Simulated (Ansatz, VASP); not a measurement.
## MnGa3 in VASP and in Ansatz

Contents of INCAR:

```
  PREC = Accurate
  ENCUT = 600
  EDIFF = 1E-7
  ISMEAR = 0
  SIGMA = 0.1
  LREAL = F
  LASPH = T
  NELM = 80
  ALGO = Fast
  ISIF = 3
  LWAVE = F
  LCHARG = F
  GGA = PE
  IBRION = 2
  NSW = 80
  EDIFFG = -0.01
```

File KPOINTS:

```
regular mesh
0
Gamma
  12 12 12
```

The input POSCAR:

```
MnGa3
1.0
    0.0000000000      3.2467030344      3.2467030344
    3.2467030344      0.0000000000      3.2467030344
    3.2467030344      3.2467030344      0.0000000000
Ga Mn
3 1
Direct
    0.2500000000      0.2500000000      0.2500000000
    0.7500000000      0.7500000000      0.7500000000
    0.5000000000      0.5000000000      0.5000000000
    0.0000000000      0.0000000000      0.0000000000
```

Input for Ansatz:

```yaml
crystal:
  lattice:
    - [0.0, 3.2467030344, 3.2467030344]
    - [3.2467030344, 0.0, 3.2467030344]
    - [3.2467030344, 3.2467030344, 0.0]
  atoms:
    - { symbol: Ga, position: [0.25, 0.25, 0.25] }
    - { symbol: Ga, position: [0.75, 0.75, 0.75] }
    - { symbol: Ga, position: [0.5, 0.5, 0.5] }
    - { symbol: Mn, position: [0.0, 0.0, 0.0] }
basis:
  ecutwfc: 420
kpoints:
  mp_grid: { grid: [12, 12, 12] }
hamiltonian:
  xc: pbe
scf:
  occupations: { method: gaussian, width: 0.1 }
  lower_state_search: "off"
output:
  forces: true
  stress: true
  eigenvalues: true
relax:
  adjacent_minimum: "off"
  f_tol: 0.01
  max_steps: 60
  cell: { stress_tol: 0.05 }
```

Alike in both runs: task relaxation of cell and atoms; functional PBE; k mesh 12 × 12 × 12; occupations gaussian, width 0.1 eV; no spin polarisation.

|  | VASP | Ansatz |
| --- | --- | --- |
| version | VASP 6.6.1 | Ansatz 0.2.0 |
| potentials or method | VASP PAW PBE potentials, release 64 (Ga_d, Mn_pv), cutoff 600 eV | scalar-relativistic, plane waves, PAW |
| valence electrons in the cell | 52 | 54 |

|  | VASP | Ansatz | Ansatz less VASP |
| --- | --- | --- | --- |
| gap on the k mesh at the Fermi level, each at its own relaxed structure (eV) | none | none | - |
| relaxed volume (Å³/atom) | 14.98 | 14.96 | -0.020 |
| relaxed length of the cell vector where the two differ most in proportion (Å) | 4.392 | 4.390 | -0.0020 |

A gap of «none» marks a metal or a gap that the smearing closes. VASP's potentials hold 52 valence electrons a cell and Ansatz's 54, so a difference there can come from the potentials and not from the codes.
